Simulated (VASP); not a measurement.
# NaH (Fm-3m) in VASP: single point with PBE

Aim: the single point of NaH with PBE.

All numbers are computed with VASP 6.6.1; they aren't measurements. Logs are shortened: lines on timing, memory, paths and dates and some standing lists are left out, and cuts for length are marked.

## (1) The cell of the first run

Symmetry: Fm-3m, No. 225, cubic system. The conventional cell has a = 4.530 Å, b = 4.530 Å, c = 4.530 Å, α = 90.00°, β = 90.00°, γ = 90.00°. Na (site symmetry m-3m) has 6 H at 2.27 Å within 3.0 Å. H (site symmetry m-3m) has 6 Na at 2.27 Å within 3.0 Å.

## (2) Single point, PBE (Li replaced by Na, lengths x 1.143, strained)

Contents of INCAR:

```
SYSTEM = NaH
PREC = Accurate ; ENCUT = 520
EDIFF = 1E-6 ; ISMEAR = 0
SIGMA = 0.02 ; LREAL = .FALSE.
LASPH = .TRUE. ; NELM = 60
ALGO = Normal ; ISIF = 2
LWAVE = .FALSE. ; LCHARG = .FALSE.
GGA = PE ; NBANDS = 11
```

Contents of KPOINTS:

```
regular mesh
0
G
  10 10 10
  0 0 0
```

Contents of POSCAR:

```
NaH
1.0
    0.0000000000      2.2651800631      2.2651800631
    2.2651800631      0.0000000000      2.2651800631
    2.2651800631      2.2651800631      0.0000000000
Na H
1 1
Direct
    0.0000000000      0.0000000000      0.0000000000
    0.5000000000      0.5000000000      0.5000000000
```

Potentials or basis: VASP PAW PBE potentials, release 64 (Na_pv, H).

On the command line:

```
$ cat potpaw_PBE.64/Na_pv/POTCAR potpaw_PBE.64/H/POTCAR > POTCAR
$ mpirun -np 1 vasp_std > vasp.out
```

OUTCAR:

```text
SYSTEM = NaH
   PREC = Accurate
   ENCUT = 520
   EDIFF = 1E-6
   ISMEAR = 0
   LREAL = .FALSE.
   LASPH = .TRUE.
   NELM = 60
   ISIF = 2
   GGA = PE

 ion  position               nearest neighbor table
   1  0.000  0.000  0.000-
   2  0.500  0.500  0.500-

  LATTYP: Found a face centered cubic cell.
 ALAT       =     4.5303601262

  Lattice vectors:

 A1 = (   0.0000000000,   2.2651800631,   2.2651800631)
 A2 = (   2.2651800631,   0.0000000000,   2.2651800631)
 A3 = (   2.2651800631,   2.2651800631,   0.0000000000)

Analysis of symmetry for initial positions (statically):
=====================================================================
 Subroutine PRICEL returns:
 Original cell was already a primitive cell.

 Routine SETGRP: Setting up the symmetry group for a
 face centered cubic supercell.

 Subroutine GETGRP returns: Found 48 space group operations
 (whereof 48 operations were pure point group operations)
 out of a pool of 48 trial point group operations.

The static configuration has the point symmetry O_h .

Analysis of symmetry for dynamics (positions and initial velocities):
=====================================================================
 Subroutine PRICEL returns:
 Original cell was already a primitive cell.

 Routine SETGRP: Setting up the symmetry group for a
 face centered cubic supercell.

 Subroutine GETGRP returns: Found 48 space group operations
 (whereof 48 operations were pure point group operations)
 out of a pool of 48 trial point group operations.

The dynamic configuration has the point symmetry O_h .

 Subroutine INISYM returns: Found 48 space group operations
 (whereof 48 operations are pure point group operations),
 and found     1 'primitive' translations

----------------------------------------------------------------------------------------

                                     Primitive cell

  volume of cell :      23.2455

  direct lattice vectors                    reciprocal lattice vectors
     0.000000000  2.265180063  2.265180063    -0.220733004  0.220733004  0.220733004
     2.265180063  0.000000000  2.265180063     0.220733004 -0.220733004  0.220733004
     2.265180063  2.265180063  0.000000000     0.220733004  0.220733004 -0.220733004

  length of vectors
     3.203448366  3.203448366  3.203448366     0.382320778  0.382320778  0.382320778

  position of ions in fractional coordinates (direct lattice)
     0.000000000  0.000000000  0.000000000
     0.500000000  0.500000000  0.500000000

  ion indices of the primitive-cell ions
   primitive index   ion index
                 1           1
                 2           2

----------------------------------------------------------------------------------------

 KPOINTS: regular mesh

Automatic generation of k-mesh.
 Grid dimensions read from file:
 generate k-points for:   10   10   10

 Generating k-lattice:

  Cartesian coordinates                     Fractional coordinates (reciprocal lattice)
    -0.022073300  0.022073300  0.022073300     0.100000000  0.000000000  0.000000000
     0.022073300 -0.022073300  0.022073300     0.000000000  0.100000000  0.000000000
     0.022073300  0.022073300 -0.022073300     0.000000000  0.000000000  0.100000000

  Length of vectors
     0.038232078  0.038232078  0.038232078

  Shift w.r.t. Gamma in fractional coordinates (k-lattice)
     0.000000000  0.000000000  0.000000000

 Subroutine IBZKPT returns following result:
 ===========================================

 Found     47 irreducible k-points:

 Following reciprocal coordinates:
            Coordinates               Weight
  0.000000  0.000000  0.000000      1.000000
  0.100000  0.000000  0.000000      8.000000
  0.200000  0.000000  0.000000      8.000000
  0.300000  0.000000  0.000000      8.000000
  0.400000  0.000000  0.000000      8.000000
  0.500000  0.000000  0.000000      4.000000
[... 16 lines left out ...]
  0.300000  0.300000  0.000000      6.000000
  0.400000  0.300000  0.000000     24.000000
 [... further k-points ...]
   k-points           NKPTS =     47   k-points in BZ     NKDIM =     47   number of bands    NBANDS=     11
   number of dos      NEDOS =    301   number of ions     NIONS =      2
   total plane-waves  NPLWV =  13824
   dimension x,y,z NGX =    24 NGY =   24 NGZ =   24
   dimension x,y,z NGXF=    48 NGYF=   48 NGZF=   48
   ions per type =               1   1
   NGX,Y,Z   is equivalent  to a cutoff of  12.46, 12.46, 12.46 a.u.
   NGXF,Y,Z  is equivalent  to a cutoff of  24.91, 24.91, 24.91 a.u.
 SYSTEM =  NaH
   PREC   = accura    normal or accurate (medium, high low for compatibility)
   ISTART =      0    job   : 0-new  1-cont  2-samecut
   ICHARG =      2    charge: 1-file 2-atom 10-const
   ISPIN  =      1    spin polarized calculation?
   LNONCOLLINEAR =      F non collinear calculations
   LSORBIT =      F    spin-orbit coupling
   LASPH  =      T    aspherical Exc in radial PAW
   ENCUT  =  520.0 eV  38.22 Ry    6.18 a.u.   5.96  5.96  5.96*2*pi/ulx,y,z
   NELM   =     60;   NELMIN=  2; NELMDL= -5     # of ELM steps
   EDIFF  = 0.1E-05   stopping-criterion for ELM
   LREAL  =      F    real-space projection
   EDIFFG = 0.1E-04   stopping-criterion for IOM
   NSW    =      0    number of steps for IOM
   IBRION =     -1    ionic relax: 0-MD 1-quasi-New 2-CG
   NFREE  =      0    steps in history (QN), initial steepest desc. (CG)
   ISIF   =      2    stress and relaxation
   ISYM   =      2    0-nonsym 1-usesym 2-fastsym
   POTIM  = 0.5000    time-step for ionic-motion
   TEBEG  =    0.0;   TEEND  =   0.0 temperature during run
   PSTRESS=    0.0 pullay stress
   NELECT =       8.0000    total number of electrons
   NUPDOWN=      -1.0000    fix difference up-down
   EMIN   =  10.00;   EMAX   =-10.00  energy-range for DOS
   EFERMI =   0.00;   METHOD = LEGACY
   ISMEAR =     0;   SIGMA  =   0.02  broadening in eV -4-tet -1-fermi 0-gaus
   EFERMI_NEDOS =   21; number of points for ismear=-14 and -15
   IALGO  =     38    algorithm
   IMIX   =      4    mixing-type and parameters
     AMIX     =   0.40;   BMIX     =  1.00
     AMIX_MAG =   1.60;   BMIX_MAG =  1.00
  volume/ion in A,a.u.               =      11.62        78.43
  Fermi-wavevector in a.u.,A,eV,Ry     =   1.147252  2.167992 17.907808  1.316187
  Thomas-Fermi vector in A             =   2.283933
   LORBIT       =      0    0 simple, 1 ext, 2 COOP (PROOUT), +10 PAW based schemes
   GGA     = PE    functional components
   LHFCALC =     F    Hartree Fock is set to
   AEXX    =    0.0000 exact exchange contribution
   IVDW    =     0    specifies the selected vdW correction
   LEPSILON=     F    determine dielectric tensor
   LRPA    =     F    only Hartree local field effects (RPA)
 non-spin polarized calculation
 Gauss-broadening in eV      SIGMA  =   0.02
  energy-cutoff  :      520.00
  volume of cell :       23.25
 maximum number of plane-waves:       636
   NGX = 11   NGY = 11   NGZ = 11

 number of electron       7.9999995 magnetization

 Free energy of the ion-electron system (eV)
  ---------------------------------------------------
  ext. energy  EPLUGINS =         0.00000000
  ---------------------------------------------------
  free energy    TOTEN  =        -5.00040114 eV

  energy without entropy =       -5.00040114  energy(sigma->0) =       -5.00040114

 E-fermi :  -0.2780     XC(G=0):  -8.4461

 val. band max:       -0.4445920145   @ k =  -0.3000   0.5000   0.2000
 cond. band min:       3.6766309910   @ k =   0.5000   0.0000   0.0000
 fundamental gap:      4.1212230055
 Fermi energy:        -0.2779988225

 k-point     1 :       0.0000    0.0000    0.0000
  band No.  band energies     occupation
      1     -22.2152      2.00000
      2     -22.2152      2.00000
      3     -22.2152      2.00000
      4      -4.6098      2.00000
      5      11.8296      0.00000
      6      16.6818      0.00000
      7      16.6818      0.00000
      8      16.6818      0.00000
      9      18.0644      0.00000
     10      18.0644      0.00000
     11      18.0644      0.00000

 k-point     2 :       0.1000    0.0000    0.0000
  band No.  band energies     occupation
      1     -22.2328      2.00000
      2     -22.2171      2.00000
      3     -22.2171      2.00000
      4      -4.4069      2.00000
      5      11.0777      0.00000
      6      14.4468      0.00000
      7      16.1196      0.00000
      8      16.1196      0.00000
      9      18.6910      0.00000
     10      18.6910      0.00000
     11      18.9556      0.00000

 k-point     3 :       0.2000    0.0000    0.0000
  band No.  band energies     occupation
      1     -22.2783      2.00000
      2     -22.2222      2.00000
      3     -22.2222      2.00000
      4      -3.8190      2.00000
      5       8.9787      0.00000
      6      12.9338      0.00000
      7      15.3449      0.00000
      8      15.3449      0.00000
      9      19.1400      0.00000
     10      19.1400      0.00000
     11      20.1910      0.00000

 k-point     4 :       0.3000    0.0000    0.0000
  band No.  band energies     occupation
      1     -22.3335      2.00000
      2     -22.2284      2.00000
      3     -22.2284      2.00000
      4      -2.9192      2.00000
      5       6.5522      0.00000
      6      12.2232      0.00000
      7      14.7331      0.00000
      8      14.7331      0.00000
      9      18.7453      0.00000
     10      18.7453      0.00000
     11      21.1262      0.00000
[... 239 lines left out ...]
 k-point    22 :      -0.2000    0.2000    0.0000
  band No.  band energies     occupation
      1     -22.3244      2.00000
      2     -22.2602      2.00000
      3     -22.2274      2.00000
      4      -2.6451      2.00000
      5       7.1853      0.00000
      6       9.0819      0.00000
      7      15.0233      0.00000
      8      15.4522      0.00000
      9      18.9965      0.00000
     10      20.2709      0.00000
     11      20.4443      0.00000

 k-point    23 :       0.3000    0.3000    0.0000
  band No.  band energies     occupation
      1     -22.3238      2.00000
      2     -22.2533      2.00000
      3     -22.2533      2.00000
      4      -2.4521      2.00000
      5       7.0764      0.00000
      6      11.5004      0.00000
      7      12.4026      0.00000
      8      12.4026      0.00000
      9      15.5247      0.00000
     10      22.9246      0.00000
     11      25.0524      0.00000

 k-point    24 :       0.4000    0.3000    0.0000
  band No.  band energies     occupation
      1     -22.3453      2.00000
      2     -22.2652      2.00000
      3     -22.2598      2.00000
      4      -1.7447      2.00000
      5       6.0916      0.00000
      6       9.7000      0.00000
      7      12.1126      0.00000
      8      13.0148      0.00000
      9      15.5578      0.00000
     10      23.2901      0.00000
     11      24.6524      0.00000

 [... further k-points ...]
[... 5 lines left out ...]
  --------------------------------------------------------------------------------------
  -------------------------------------------------------------------------------------
  Total        0.9352385      0.9352385      0.9352385      0.0000000      0.0000000      0.0000000
  in kB       64.4606635     64.4606635     64.4606635      0.0000000      0.0000000      0.0000000
  external PRESSURE =      64.4606635 kB  Pullay stress =       0.0000000 kB

 VOLUME and BASIS-vectors are now :
 -----------------------------------------------------------------------------
  energy-cutoff  :      520.00
  volume of cell :       23.25
      direct lattice vectors                 reciprocal lattice vectors
     0.000000000  2.265180063  2.265180063    -0.220733004  0.220733004  0.220733004
     2.265180063  0.000000000  2.265180063     0.220733004 -0.220733004  0.220733004
     2.265180063  2.265180063  0.000000000     0.220733004  0.220733004 -0.220733004

 POSITION                                       TOTAL-FORCE (eV/Angst)
 -----------------------------------------------------------------------------------
      0.00000      0.00000      0.00000        -0.000000      0.000000      0.000000
      2.26518      2.26518      2.26518         0.000000      0.000000     -0.000000
 -----------------------------------------------------------------------------------
    total drift:                                0.000000     -0.000000     -0.000000

  FREE ENERGIE OF THE ION-ELECTRON SYSTEM (eV)
  ---------------------------------------------------
  free  energy   TOTEN  =        -5.0004011428 eV

  energy  without entropy=       -5.0004011428  energy(sigma->0) =       -5.00040114
```

Wall time 6.7 s (1 thread of Intel Xeon Platinum 8259CL at 2.50GHz (Skylake/Cascade Lake), shared host); peak memory 0.13 GiB.

What came out:

```
Free energy            : -5.0004 eV
Pressure               : 6.4 GPa
Band gap on the k mesh : 4.12 eV, indirect (least direct gap 5.04 eV)
```

Levels at points of the mesh, in eV from the valence-band top:
| k point | band 1 | band 2 | band 3 | band 4 | band 5 | band 6 | band 7 | band 8 | band 9 |
| --- | --- | --- | --- | --- | --- | --- | --- | --- | --- |
| (0.00, 0.00, 0.00) | -21.77 | -21.77 | -21.77 | -4.17 | 12.27 | 17.13 | 17.13 | 17.13 | 18.51 |
| (0.50, 0.00, 0.00) | -21.95 | -21.79 | -21.79 | -0.92 | 4.12 | 12.22 | 14.66 | 14.66 | 18.62 |
| (0.50, 0.50, 0.00) | -21.93 | -21.83 | -21.83 | -0.21 | 5.08 | 10.79 | 11.98 | 11.98 | 13.96 |

Caveat: the cell differs from its parent crystal (Li replaced by Na, lengths x 1.143, strained).
